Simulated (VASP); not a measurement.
# SiC (base) (Fm-3m) in VASP: a series of runs

The runs below take SiC (base) through single point, with PBE.

Everything below comes from runs of VASP 6.6.1. Logs are shortened: lines on timing, memory, paths and dates and some standing lists are left out, and cuts for length are marked.

## 1. The cell of the first run

It takes space group Fm-3m (No. 225, cubic). Conventional cell: a = 3.528 Å, b = 3.528 Å, c = 3.528 Å, α = 90.00°, β = 90.00°, γ = 90.00°. C (site symmetry m-3m) has 6 Si at 1.76 Å within 2.3 Å. Within 2.3 Å of Si (site symmetry m-3m) lie 6 C at 1.76 Å.

## 2. Single point, PBE

Contents of INCAR:

```
SYSTEM = SiC
PREC     = Accurate       ! precision mode
ENCUT    = 600            ! plane-wave cutoff, eV
EDIFF    = 1E-6           ! SCF threshold, eV
ISMEAR   = 0              ! smearing method
SIGMA    = 0.01           ! smearing width, eV
LREAL    = .False.        ! projectors in reciprocal space
LASPH    = .True.         ! aspherical terms in the spheres
NELM     = 120            ! most SCF steps
ALGO     = Normal         ! electronic algorithm
ISIF     = 2              ! what is computed and relaxed
LWAVE    = .False.        ! write WAVECAR
LCHARG   = .False.        ! write CHGCAR
GGA      = PE             ! functional
NBANDS   = 11             ! bands
GGA_COMPAT= .False.
```

Contents of KPOINTS:

```
regular mesh
0
Gamma
  16 16 16
  0 0 0
```

Contents of POSCAR:

```
SiC
1.0
    0.0000000000      1.7639857877      1.7639857877
    1.7639857877      0.0000000000      1.7639857877
    1.7639857877      1.7639857877      0.0000000000
C Si
1 1
Direct
    0.0000000000      0.0000000000      0.0000000000
    0.5000000000      0.5000000000      0.5000000000
```

Potentials or basis: VASP PAW PBE potentials, release 64 (C, Si).

Started as:

```sh
> cat potpaw_PBE.64/C/POTCAR potpaw_PBE.64/Si/POTCAR > POTCAR
> mpirun -np 1 vasp_std > vasp.out
```

OUTCAR:

```text
SYSTEM = SiC
   PREC = Accurate
   ENCUT = 600
   EDIFF = 1E-6
   ISMEAR = 0
   LREAL = .False.
   LASPH = .True.
   NELM = 120
   ISIF = 2
   GGA = PE

 ion  position               nearest neighbor table
   1  0.000  0.000  0.000-   2 1.76   2 1.76   2 1.76   2 1.76   2 1.76   2 1.76
   2  0.500  0.500  0.500-   1 1.76   1 1.76   1 1.76   1 1.76   1 1.76   1 1.76

  LATTYP: Found a face centered cubic cell.
 ALAT       =     3.5279715754

  Lattice vectors:

 A1 = (   0.0000000000,   1.7639857877,   1.7639857877)
 A2 = (   1.7639857877,   0.0000000000,   1.7639857877)
 A3 = (   1.7639857877,   1.7639857877,   0.0000000000)

Analysis of symmetry for initial positions (statically):
=====================================================================
 Subroutine PRICEL returns:
 Original cell was already a primitive cell.

 Routine SETGRP: Setting up the symmetry group for a
 face centered cubic supercell.

 Subroutine GETGRP returns: Found 48 space group operations
 (whereof 48 operations were pure point group operations)
 out of a pool of 48 trial point group operations.

The static configuration has the point symmetry O_h .

Analysis of symmetry for dynamics (positions and initial velocities):
=====================================================================
 Subroutine PRICEL returns:
 Original cell was already a primitive cell.

 Routine SETGRP: Setting up the symmetry group for a
 face centered cubic supercell.

 Subroutine GETGRP returns: Found 48 space group operations
 (whereof 48 operations were pure point group operations)
 out of a pool of 48 trial point group operations.

The dynamic configuration has the point symmetry O_h .

 Subroutine INISYM returns: Found 48 space group operations
 (whereof 48 operations are pure point group operations),
 and found     1 'primitive' translations

----------------------------------------------------------------------------------------

                                     Primitive cell

  volume of cell :      10.9778

  direct lattice vectors                    reciprocal lattice vectors
     0.000000000  1.763985788  1.763985788    -0.283448996  0.283448996  0.283448996
     1.763985788  0.000000000  1.763985788     0.283448996 -0.283448996  0.283448996
     1.763985788  1.763985788  0.000000000     0.283448996  0.283448996 -0.283448996

  length of vectors
     2.494652625  2.494652625  2.494652625     0.490948062  0.490948062  0.490948062

  position of ions in fractional coordinates (direct lattice)
     0.000000000  0.000000000  0.000000000
     0.500000000  0.500000000  0.500000000

  ion indices of the primitive-cell ions
   primitive index   ion index
                 1           1
                 2           2

----------------------------------------------------------------------------------------

 KPOINTS: regular mesh

Automatic generation of k-mesh.
 Grid dimensions read from file:
 generate k-points for:   16   16   16

 Generating k-lattice:

  Cartesian coordinates                     Fractional coordinates (reciprocal lattice)
    -0.017715562  0.017715562  0.017715562     0.062500000  0.000000000  0.000000000
     0.017715562 -0.017715562  0.017715562     0.000000000  0.062500000  0.000000000
     0.017715562  0.017715562 -0.017715562     0.000000000  0.000000000  0.062500000

  Length of vectors
     0.030684254  0.030684254  0.030684254

  Shift w.r.t. Gamma in fractional coordinates (k-lattice)
     0.000000000  0.000000000  0.000000000

 Subroutine IBZKPT returns following result:
 ===========================================

 Found    145 irreducible k-points:

 Following reciprocal coordinates:
            Coordinates               Weight
  0.000000  0.000000  0.000000      1.000000
  0.062500  0.000000  0.000000      8.000000
  0.125000  0.000000  0.000000      8.000000
  0.187500  0.000000  0.000000      8.000000
  0.250000  0.000000  0.000000      8.000000
  0.312500  0.000000  0.000000      8.000000
[... 16 lines left out ...]
 -0.125000  0.062500  0.000000     24.000000
 -0.062500  0.062500  0.000000     12.000000
 [... further k-points ...]
   k-points           NKPTS =    145   k-points in BZ     NKDIM =    145   number of bands    NBANDS=     11
   number of dos      NEDOS =    301   number of ions     NIONS =      2
   total plane-waves  NPLWV =   8000
   dimension x,y,z NGX =    20 NGY =   20 NGZ =   20
   dimension x,y,z NGXF=    40 NGYF=   40 NGZF=   40
   ions per type =               1   1
   NGX,Y,Z   is equivalent  to a cutoff of  13.33, 13.33, 13.33 a.u.
   NGXF,Y,Z  is equivalent  to a cutoff of  26.66, 26.66, 26.66 a.u.
 SYSTEM =  SiC
   PREC   = accura    normal or accurate (medium, high low for compatibility)
   ISTART =      0    job   : 0-new  1-cont  2-samecut
   ICHARG =      2    charge: 1-file 2-atom 10-const
   ISPIN  =      1    spin polarized calculation?
   LNONCOLLINEAR =      F non collinear calculations
   LSORBIT =      F    spin-orbit coupling
   LASPH  =      T    aspherical Exc in radial PAW
   ENCUT  =  600.0 eV  44.10 Ry    6.64 a.u.   4.98  4.98  4.98*2*pi/ulx,y,z
   NELM   =    120;   NELMIN=  2; NELMDL= -5     # of ELM steps
   EDIFF  = 0.1E-05   stopping-criterion for ELM
   LREAL  =      F    real-space projection
   EDIFFG = 0.1E-04   stopping-criterion for IOM
   NSW    =      0    number of steps for IOM
   IBRION =     -1    ionic relax: 0-MD 1-quasi-New 2-CG
   NFREE  =      0    steps in history (QN), initial steepest desc. (CG)
   ISIF   =      2    stress and relaxation
   ISYM   =      2    0-nonsym 1-usesym 2-fastsym
   POTIM  = 0.5000    time-step for ionic-motion
   TEBEG  =    0.0;   TEEND  =   0.0 temperature during run
   PSTRESS=    0.0 pullay stress
   NELECT =       8.0000    total number of electrons
   NUPDOWN=      -1.0000    fix difference up-down
   EMIN   =  10.00;   EMAX   =-10.00  energy-range for DOS
   EFERMI =   0.00;   METHOD = LEGACY
   ISMEAR =     0;   SIGMA  =   0.01  broadening in eV -4-tet -1-fermi 0-gaus
   EFERMI_NEDOS =   21; number of points for ismear=-14 and -15
   IALGO  =     38    algorithm
   IMIX   =      4    mixing-type and parameters
     AMIX     =   0.40;   BMIX     =  1.00
     AMIX_MAG =   1.60;   BMIX_MAG =  1.00
  volume/ion in A,a.u.               =       5.49        37.04
  Fermi-wavevector in a.u.,A,eV,Ry     =   1.473216  2.783974 29.529612  2.170365
  Thomas-Fermi vector in A             =   2.588136
   LORBIT       =      0    0 simple, 1 ext, 2 COOP (PROOUT), +10 PAW based schemes
   GGA     = PE    functional components
   LHFCALC =     F    Hartree Fock is set to
   AEXX    =    0.0000 exact exchange contribution
   IVDW    =     0    specifies the selected vdW correction
   LEPSILON=     F    determine dielectric tensor
   LRPA    =     F    only Hartree local field effects (RPA)
 non-spin polarized calculation
 Gauss-broadening in eV      SIGMA  =   0.01
  energy-cutoff  :      600.00
  volume of cell :       10.98
 maximum number of plane-waves:       380
   NGX =  9   NGY =  9   NGZ =  9

 number of electron       7.9999999 magnetization

 Free energy of the ion-electron system (eV)
  ---------------------------------------------------
  ext. energy  EPLUGINS =         0.00000000
  ---------------------------------------------------
  free energy    TOTEN  =       -10.45334972 eV

  energy without entropy =      -10.45334972  energy(sigma->0) =      -10.45334972

 E-fermi :  19.9412     XC(G=0): -14.6672

 val. band max:       19.8410662471   @ k =   0.0000   0.0000   0.0000
 cond. band min:      20.0655775873   @ k =   0.5000   0.5000   0.0000
 fundamental gap:      0.2245113402
 Fermi energy:        19.9411951160

 k-point     1 :       0.0000    0.0000    0.0000
  band No.  band energies     occupation
      1      -4.1009      2.00000
      2      19.8411      2.00000
      3      19.8411      2.00000
      4      19.8411      2.00000
      5      28.7980      0.00000
      6      28.7980      0.00000
      7      28.7980      0.00000
      8      35.8549      0.00000
      9      35.8549      0.00000
     10      36.2379      0.00000
     11      36.2477      0.00000

 k-point     2 :       0.0625    0.0000    0.0000
  band No.  band energies     occupation
      1      -3.9768      2.00000
      2      19.1385      2.00000
      3      19.6953      2.00000
      4      19.6953      2.00000
      5      28.6787      0.00000
      6      29.0798      0.00000
      7      29.0798      0.00000
      8      34.8666      0.00000
      9      34.8666      0.00000
     10      36.3767      0.00000
     11      37.2119      0.00000

 k-point     3 :       0.1250    0.0000    0.0000
  band No.  band energies     occupation
      1      -3.6055      2.00000
      2      17.3606      2.00000
      3      19.3203      2.00000
      4      19.3203      2.00000
      5      28.4855      0.00000
      6      29.7451      0.00000
      7      29.7451      0.00000
      8      33.5441      0.00000
      9      33.5441      0.00000
     10      36.7517      0.00000
     11      38.0241      0.00000

 k-point     4 :       0.1875    0.0000    0.0000
  band No.  band energies     occupation
      1      -2.9892      2.00000
      2      15.0644      2.00000
      3      18.8412      2.00000
      4      18.8412      2.00000
      5      28.3591      0.00000
      6      30.0341      0.00000
      7      30.0341      0.00000
      8      33.2275      0.00000
      9      33.2275      0.00000
     10      36.9854      0.00000
     11      37.7764      0.00000

 k-point     5 :       0.2500    0.0000    0.0000
  band No.  band energies     occupation
      1      -2.1327      2.00000
      2      12.6136      2.00000
      3      18.3627      2.00000
      4      18.3627      2.00000
      5      28.3152      0.00000
      6      29.4015      0.00000
      7      29.4015      0.00000
      8      34.4484      0.00000
      9      34.4484      0.00000
     10      36.3579      0.00000
     11      38.3757      0.00000
[... 211 lines left out ...]
 k-point    21 :      -0.2500    0.0625    0.0000
  band No.  band energies     occupation
      1      -1.6874      2.00000
      2      11.8770      2.00000
      3      17.1492      2.00000
      4      18.5868      2.00000
      5      28.5317      0.00000
      6      28.8378      0.00000
      7      29.3730      0.00000
      8      33.7409      0.00000
      9      35.9123      0.00000
     10      36.8449      0.00000
     11      39.2364      0.00000

 k-point    22 :      -0.1875    0.0625    0.0000
  band No.  band energies     occupation
      1      -2.6214      2.00000
      2      14.3139      2.00000
      3      17.5763      2.00000
      4      19.0965      2.00000
      5      28.4095      0.00000
      6      29.5864      0.00000
      7      30.2985      0.00000
      8      32.1651      0.00000
      9      34.5243      0.00000
     10      37.4646      0.00000
     11      38.4420      0.00000

 k-point    23 :      -0.1250    0.0625    0.0000
  band No.  band energies     occupation
      1      -3.3175      2.00000
      2      16.6494      2.00000
      3      18.1156      2.00000
      4      19.5283      2.00000
      5      28.3143      0.00000
      6      29.6740      0.00000
      7      30.6654      0.00000
      8      31.9800      0.00000
      9      34.0682      0.00000
     10      37.1779      0.00000
     11      38.5956      0.00000

 k-point    24 :      -0.0625    0.0625    0.0000
  band No.  band energies     occupation
      1      -3.7704      2.00000
      2      18.4730      2.00000
      3      18.8091      2.00000
      4      19.7606      2.00000
      5      28.3617      0.00000
      6      29.1648      0.00000
      7      30.0504      0.00000
      8      33.2245      0.00000
      9      34.7083      0.00000
     10      36.6407      0.00000
     11      38.3829      0.00000

 [... further k-points ...]

------------------------ aborting loop because EDIFF is reached ----------------------------------------

  FORCE on cell =-STRESS in cart. coord.  units (eV):
  Direction    XX          YY          ZZ          XY          YZ          ZX
  --------------------------------------------------------------------------------------
  -------------------------------------------------------------------------------------
  Total       17.0747192     17.0747192     17.0747192     -0.0000000      0.0000000     -0.0000000
  in kB     2492.0050206   2492.0050206   2492.0050206     -0.0000000      0.0000000     -0.0000000
  external PRESSURE =    2492.0050206 kB  Pullay stress =       0.0000000 kB

 VOLUME and BASIS-vectors are now :
 -----------------------------------------------------------------------------
  energy-cutoff  :      600.00
  volume of cell :       10.98
      direct lattice vectors                 reciprocal lattice vectors
     0.000000000  1.763985788  1.763985788    -0.283448996  0.283448996  0.283448996
     1.763985788  0.000000000  1.763985788     0.283448996 -0.283448996  0.283448996
     1.763985788  1.763985788  0.000000000     0.283448996  0.283448996 -0.283448996

 POSITION                                       TOTAL-FORCE (eV/Angst)
 -----------------------------------------------------------------------------------
      0.00000      0.00000      0.00000         0.000000     -0.000000      0.000000
      1.76399      1.76399      1.76399         0.000000      0.000000     -0.000000
 -----------------------------------------------------------------------------------
    total drift:                               -0.000000     -0.000000     -0.000000

  FREE ENERGIE OF THE ION-ELECTRON SYSTEM (eV)
  ---------------------------------------------------
  free  energy   TOTEN  =       -10.4533497182 eV

  energy  without entropy=      -10.4533497182  energy(sigma->0) =      -10.45334972
```

Wall time 12 s (1 thread of AMD EPYC 7R13 (Zen 3), shared host); peak memory 0.1 GiB.

Results:

* Free energy: -10.4533 eV
* Pressure: 249.2 GPa
* Band gap on the k mesh: 0.22 eV, indirect (least direct gap 6.38 eV)

Levels at points of the mesh, in eV from the valence-band top:
```
           k point  band 2  band 3  band 4  band 5  band 6  band 7
(0.00, 0.00, 0.00)    0.00    0.00    0.00    8.96    8.96    8.96
(0.50, 0.00, 0.00)  -15.40   -2.46   -2.46    7.56    7.56    8.68
(0.50, 0.50, 0.00)  -13.91   -6.16   -6.16    0.22    2.48   21.25
```

A k mesh can miss the band edges.

## 3. Single point, PBE

This run uses another cell than the first one, of 5.85 Å³/atom, 1.065 times its volume.

Contents of INCAR:

```
SYSTEM = SiC
  PREC = Accurate
  ENCUT = 600
  EDIFF = 1E-6
  ISMEAR = 0
  SIGMA = 0.02
  LREAL = .False.
  LASPH = .True.
  NELM = 120
  ALGO = Normal
  ISIF = 2
  LWAVE = .False.
  LCHARG = .False.
  GGA = PE
  NBANDS = 11
  GGA_COMPAT = .False.
```

KPOINTS is that of step 2.

Contents of POSCAR:

```
SiC
1.0
    0.0000000000      1.8016126853      1.8016126853
    1.8016126853      0.0000000000      1.8016126853
    1.8016126853      1.8016126853      0.0000000000
C Si
1 1
Direct
    0.0000000000      0.0000000000      0.0000000000
    0.5000000000      0.5000000000      0.5000000000
```

Potentials or basis: VASP PAW PBE potentials, release 64 (C, Si).

Started as:

```sh
> cat potpaw_PBE.64/C/POTCAR potpaw_PBE.64/Si/POTCAR > POTCAR
> mpirun -np 1 vasp_std > vasp.out
```

It took 11 s on 1 thread of AMD EPYC 7R13 (Zen 3), shared host; peak memory 0.1 GiB.

It converged, with:

```yaml
Free_energy: -11.4259 eV
Pressure: 186.8 GPa
Band_gap_on_the_k_mesh: 0.64 eV, indirect (least direct gap 6.49 eV)
```

Levels at points of the mesh, in eV from the valence-band top:
```csv
k point,band 2,band 3,band 4,band 5,band 6,band 7
"(0.00, 0.00, 0.00)",0.00,0.00,0.00,8.97,8.97,8.97
"(0.50, 0.00, 0.00)",-14.73,-2.20,-2.20,7.14,7.14,8.24
"(0.50, 0.50, 0.00)",-13.37,-5.85,-5.85,0.64,1.85,20.22
```

A k mesh can miss the band edges.
